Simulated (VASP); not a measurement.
# BP (F-43m) in VASP: relaxation of cell and atoms with r2SCAN

Aim: the relaxation of cell and atoms of BP with r2SCAN.

All numbers are computed with VASP 6.6.1; they aren't measurements. Logs are shortened: lines on timing, memory, paths and dates and some standing lists are left out, and cuts for length are marked.

### Step 1. The cell of the first run

The structure is cubic, space group F-43m (No. 216). Conventional cell: a = 4.548 Å, b = 4.548 Å, c = 4.548 Å, α = 90.00°, β = 90.00°, γ = 90.00°. B (site symmetry -43m) has 4 P at 1.97 Å within 2.6 Å. Within 2.6 Å of P (site symmetry -43m) lie 4 B at 1.97 Å.

### Step 2. Relaxation of cell and atoms, r2SCAN

File POSCAR:

```
BP
1.0
    0.0000000000      2.2742185854      2.2742185854
    2.2742185854      0.0000000000      2.2742185854
    2.2742185854      2.2742185854      0.0000000000
B P
1 1
Direct
    0.0000000000      0.0000000000      0.0000000000
    0.2500000000      0.2500000000      0.2500000000
```

File INCAR.step1:

```
SYSTEM = BP
ALGO     = Normal         ! electronic algorithm
EDIFF    = 1E-4           ! SCF threshold, eV
ENCUT    = 600            ! plane-wave cutoff, eV
GGA      = PE             ! functional
ISMEAR   = -1             ! smearing method
LASPH    = .True.         ! aspherical terms in the spheres
LCHARG   = .False.        ! write CHGCAR
LREAL    = .False.        ! projectors in reciprocal space
LWAVE    = .True.         ! write WAVECAR
NELM     = 60             ! most SCF steps
PREC     = Accurate       ! precision mode
SIGMA    = 0.02           ! smearing width, eV
```

File INCAR.step2:

```
SYSTEM = BP
ALGO     = Normal         ! electronic algorithm
EDIFF    = 1E-6           ! SCF threshold, eV
EDIFFG   = -0.005         ! ionic threshold
ENCUT    = 600            ! plane-wave cutoff, eV
IBRION   = 2              ! ionic algorithm
ISIF     = 3              ! what is computed and relaxed
ISMEAR   = -1             ! smearing method
ISTART   = 1            
LASPH    = .True.         ! aspherical terms in the spheres
LCHARG   = .False.        ! write CHGCAR
LMIXTAU  = .True.       
LREAL    = .False.        ! projectors in reciprocal space
LWAVE    = .False.        ! write WAVECAR
METAGGA  = R2SCAN         ! meta-GGA
NELM     = 60             ! most SCF steps
NSW      = 80             ! ionic steps
PREC     = Accurate       ! precision mode
SIGMA    = 0.02           ! smearing width, eV
```

File KPOINTS:

```
k-points
0
Gamma
  8 8 8
  0 0 0
```

Potentials or basis: VASP PAW PBE potentials, release 64 (B, P).

Launch:

```console
$ cat potpaw_PBE.64/B/POTCAR potpaw_PBE.64/P/POTCAR > POTCAR
$ cp INCAR.step1 INCAR
$ mpirun -np 1 vasp_std > vasp.out
$ cp INCAR.step2 INCAR
$ mpirun -np 1 vasp_std > vasp.out
```

OUTCAR:

```text
SYSTEM = BP
   EDIFF = 1E-6
   EDIFFG = -0.005
   ENCUT = 600
   IBRION = 2
   ISIF = 3
   ISMEAR = -1
   ISTART = 1
   LASPH = .True.
   LREAL = .False.
   METAGGA = R2SCAN
   NELM = 60
   NSW = 80
   PREC = Accurate

 ion  position               nearest neighbor table
   1  0.000  0.000  0.000-   2 1.97   2 1.97   2 1.97   2 1.97
   2  0.250  0.250  0.250-   1 1.97   1 1.97   1 1.97   1 1.97

  LATTYP: Found a face centered cubic cell.
 ALAT       =     4.5484371708

  Lattice vectors:

 A1 = (   0.0000000000,   2.2742185854,   2.2742185854)
 A2 = (   2.2742185854,   0.0000000000,   2.2742185854)
 A3 = (   2.2742185854,   2.2742185854,   0.0000000000)

Analysis of symmetry for initial positions (statically):
=====================================================================
 Subroutine PRICEL returns:
 Original cell was already a primitive cell.

 Routine SETGRP: Setting up the symmetry group for a
 face centered cubic supercell.

 Subroutine GETGRP returns: Found 24 space group operations
 (whereof 24 operations were pure point group operations)
 out of a pool of 48 trial point group operations.

The static configuration has the point symmetry T_d .

Analysis of symmetry for dynamics (positions and initial velocities):
=====================================================================
 Subroutine PRICEL returns:
 Original cell was already a primitive cell.

 Routine SETGRP: Setting up the symmetry group for a
 face centered cubic supercell.

 Subroutine GETGRP returns: Found 24 space group operations
 (whereof 24 operations were pure point group operations)
 out of a pool of 48 trial point group operations.

The dynamic configuration has the point symmetry T_d .

 Subroutine INISYM returns: Found 24 space group operations
 (whereof 24 operations are pure point group operations),
 and found     1 'primitive' translations

----------------------------------------------------------------------------------------

                                     Primitive cell

  volume of cell :      23.5248

  direct lattice vectors                    reciprocal lattice vectors
     0.000000000  2.274218585  2.274218585    -0.219855736  0.219855736  0.219855736
     2.274218585  0.000000000  2.274218585     0.219855736 -0.219855736  0.219855736
     2.274218585  2.274218585  0.000000000     0.219855736  0.219855736 -0.219855736

  length of vectors
     3.216230767  3.216230767  3.216230767     0.380801304  0.380801304  0.380801304

  position of ions in fractional coordinates (direct lattice)
     0.000000000  0.000000000  0.000000000
     0.250000000  0.250000000  0.250000000

  ion indices of the primitive-cell ions
   primitive index   ion index
                 1           1
                 2           2

----------------------------------------------------------------------------------------

 KPOINTS: k-points

Automatic generation of k-mesh.
 Grid dimensions read from file:
 generate k-points for:    8    8    8

 Generating k-lattice:

  Cartesian coordinates                     Fractional coordinates (reciprocal lattice)
    -0.027481967  0.027481967  0.027481967     0.125000000  0.000000000  0.000000000
     0.027481967 -0.027481967  0.027481967     0.000000000  0.125000000  0.000000000
     0.027481967  0.027481967 -0.027481967     0.000000000  0.000000000  0.125000000

  Length of vectors
     0.047600163  0.047600163  0.047600163

  Shift w.r.t. Gamma in fractional coordinates (k-lattice)
     0.000000000  0.000000000  0.000000000

 Subroutine IBZKPT returns following result:
 ===========================================

 Found     29 irreducible k-points:

 Following reciprocal coordinates:
            Coordinates               Weight
  0.000000  0.000000  0.000000      1.000000
  0.125000  0.000000  0.000000      8.000000
  0.250000  0.000000  0.000000      8.000000
  0.375000  0.000000  0.000000      8.000000
  0.500000  0.000000  0.000000      4.000000
  0.125000  0.125000  0.000000      6.000000
[... 16 lines left out ...]
  0.500000  0.250000  0.125000     48.000000
 -0.375000  0.250000  0.125000     24.000000
 [... further k-points ...]
   k-points           NKPTS =     29   k-points in BZ     NKDIM =     29   number of bands    NBANDS=      8
   number of dos      NEDOS =    301   number of ions     NIONS =      2
   total plane-waves  NPLWV =  21952
   dimension x,y,z NGX =    28 NGY =   28 NGZ =   28
   dimension x,y,z NGXF=    56 NGYF=   56 NGZF=   56
   ions per type =               1   1
   NGX,Y,Z   is equivalent  to a cutoff of  14.47, 14.47, 14.47 a.u.
   NGXF,Y,Z  is equivalent  to a cutoff of  28.95, 28.95, 28.95 a.u.
 SYSTEM =  BP
   PREC   = accura    normal or accurate (medium, high low for compatibility)
   ISTART =      1    job   : 0-new  1-cont  2-samecut
   ICHARG =      0    charge: 1-file 2-atom 10-const
   ISPIN  =      1    spin polarized calculation?
   LNONCOLLINEAR =      F non collinear calculations
   LSORBIT =      F    spin-orbit coupling
   LASPH  =      T    aspherical Exc in radial PAW
   ENCUT  =  600.0 eV  44.10 Ry    6.64 a.u.   6.42  6.42  6.42*2*pi/ulx,y,z
   NELM   =     60;   NELMIN=  2; NELMDL=  0     # of ELM steps
   EDIFF  = 0.1E-05   stopping-criterion for ELM
   LREAL  =      F    real-space projection
   EDIFFG = -.5E-02   stopping-criterion for IOM
   NSW    =     80    number of steps for IOM
   IBRION =      2    ionic relax: 0-MD 1-quasi-New 2-CG
   NFREE  =      1    steps in history (QN), initial steepest desc. (CG)
   ISIF   =      3    stress and relaxation
   ISYM   =      2    0-nonsym 1-usesym 2-fastsym
   POTIM  = 0.5000    time-step for ionic-motion
   TEBEG  =    0.0;   TEEND  =   0.0 temperature during run
   PSTRESS=    0.0 pullay stress
   NELECT =       8.0000    total number of electrons
   NUPDOWN=      -1.0000    fix difference up-down
   EMIN   =  10.00;   EMAX   =-10.00  energy-range for DOS
   EFERMI =   0.00;   METHOD = LEGACY
   ISMEAR =    -1;   SIGMA  =   0.02  broadening in eV -4-tet -1-fermi 0-gaus
   EFERMI_NEDOS =   21; number of points for ismear=-14 and -15
   IALGO  =     38    algorithm
   IMIX   =      4    mixing-type and parameters
     AMIX     =   0.40;   BMIX     =  1.00
     AMIX_MAG =   1.60;   BMIX_MAG =  1.00
  volume/ion in A,a.u.               =      11.76        79.38
  Fermi-wavevector in a.u.,A,eV,Ry     =   1.142692  2.159375 17.765748  1.305746
  Thomas-Fermi vector in A             =   2.279389
   LORBIT       =      0    0 simple, 1 ext, 2 COOP (PROOUT), +10 PAW based schemes
   METAGGA = R2SCAN    functional components
   LHFCALC =     F    Hartree Fock is set to
   AEXX    =    0.0000 exact exchange contribution
   IVDW    =     0    specifies the selected vdW correction
   LEPSILON=     F    determine dielectric tensor
   LRPA    =     F    only Hartree local field effects (RPA)
 conjugate gradient relaxation of ions
 non-spin polarized calculation
  energy-cutoff  :      600.00
  volume of cell :       23.52
 maximum number of plane-waves:       817
 NGX is ok and might be reduce to    28
   NGX = 13   NGY = 13   NGZ = 13

--------------------------------------- Ionic step        1  -------------------------------------------

 number of electron       8.0000000 magnetization

 Free energy of the ion-electron system (eV)
  ---------------------------------------------------
  ext. energy  EPLUGINS =         0.00000000
  ---------------------------------------------------
  free energy    TOTEN  =       -17.31080507 eV

  energy without entropy =      -17.31080507  energy(sigma->0) =      -17.31080507

------------------------ aborting loop because EDIFF is reached ----------------------------------------

  FORCE on cell =-STRESS in cart. coord.  units (eV):
  Direction    XX          YY          ZZ          XY          YZ          ZX
  --------------------------------------------------------------------------------------
  -------------------------------------------------------------------------------------
  Total       -0.2630137     -0.2630137     -0.2630137      0.0000000      0.0000000      0.0000000
  in kB      -17.9127541    -17.9127541    -17.9127541      0.0000000      0.0000000      0.0000000
  external PRESSURE =     -17.9127541 kB  Pullay stress =       0.0000000 kB
[... 57 lines left out ...]
  energy  without entropy=      -17.3113521687  energy(sigma->0) =      -17.31135217

--------------------------------------- Ionic step        3  -------------------------------------------

 number of electron       8.0000000 magnetization

 Free energy of the ion-electron system (eV)
  ---------------------------------------------------
  ext. energy  EPLUGINS =         0.00000000
  ---------------------------------------------------
  free energy    TOTEN  =       -17.31222193 eV

  energy without entropy =      -17.31222193  energy(sigma->0) =      -17.31222193

 E-fermi :   7.8880     XC(G=0): -11.5178

 val. band max:        7.4348520534   @ k =   0.0000   0.0000   0.0000
 cond. band min:       8.9075192915   @ k =   0.3750   0.3750   0.0000
 fundamental gap:      1.4726672380
 Fermi energy:         7.8879699011

 k-point     1 :       0.0000    0.0000    0.0000
  band No.  band energies     occupation
      1      -8.8593      2.00000
      2       7.4349      2.00000
      3       7.4349      2.00000
      4       7.4349      2.00000
      5      11.0818      0.00000
      6      11.0818      0.00000
      7      11.0818      0.00000
      8      15.5080      0.00000
[... 243 lines left out ...]
 k-point    24 :      -0.3750    0.2500    0.1250
  band No.  band energies     occupation
      1      -4.6477      2.00000
      2      -1.4977      2.00000
      3       2.6593      2.00000
      4       4.1434      2.00000
      5      11.9951      0.00000
      6      13.0077      0.00000
      7      16.3582      0.00000
      8      17.9698      0.00000

 [... further k-points ...]
[... 5 lines left out ...]
  --------------------------------------------------------------------------------------
  -------------------------------------------------------------------------------------
  Total        0.0005884      0.0005884      0.0005884     -0.0000000      0.0000000      0.0000000
  in kB        0.0405089      0.0405089      0.0405089     -0.0000000      0.0000000      0.0000000
  external PRESSURE =       0.0405089 kB  Pullay stress =       0.0000000 kB
[... 17 lines left out ...]
  FREE ENERGIE OF THE ION-ELECTRON SYSTEM (eV)
  ---------------------------------------------------
  free  energy   TOTEN  =       -17.3122219311 eV

  energy  without entropy=      -17.3122219311  energy(sigma->0) =      -17.31222193

 reached required accuracy - stopping structural energy minimisation
```

It took 34 s on 1 thread of Intel Xeon 6975P-C (Granite Rapids), shared host; peak memory 0.15 GiB.

Results:

| Item | Value |
| --- | --- |
| Free energy | -17.3122 eV |
| Relaxed volume | 11.64 Å³/atom |
| Relaxed cell | a = 3.205 Å, b = 3.205 Å, c = 3.205 Å, α = 60.00°, β = 60.00°, γ = 60.00° |
| Space group after relaxing (to 0.05 Å) | F-43m (No. 216) |
| Energy gained by relaxing | 0.7 meV/atom |
| Ionic steps | 3 |
| Pressure after relaxing | 0.0 GPa |
| Band gap on the k mesh | 1.47 eV, indirect (least direct gap 3.65 eV) |

Step by step:
| step | energy change (eV) | largest force (eV/Å) | pressure (GPa) | volume (Å³) |
| --- | --- | --- | --- | --- |
| 1 | 0.0000 | 0.0000 | -1.79 | 23.52 |
| 2 | -0.0005 | 0.0000 | 1.46 | 23.08 |
| 3 | -0.0014 | 0.0000 | 0.00 | 23.27 |

Final structure:
```
B P
1.0
     0.00000    2.26610    2.26610
     2.26610    0.00000    2.26610
     2.26610    2.26610    0.00000
B P
1 1
Direct
  0.00000 0.00000 0.00000
  0.25000 0.25000 0.25000
```

Caveat: the PAW data sets were made with another functional, which shifts forces and pressure a little. A k mesh can miss the band edges.
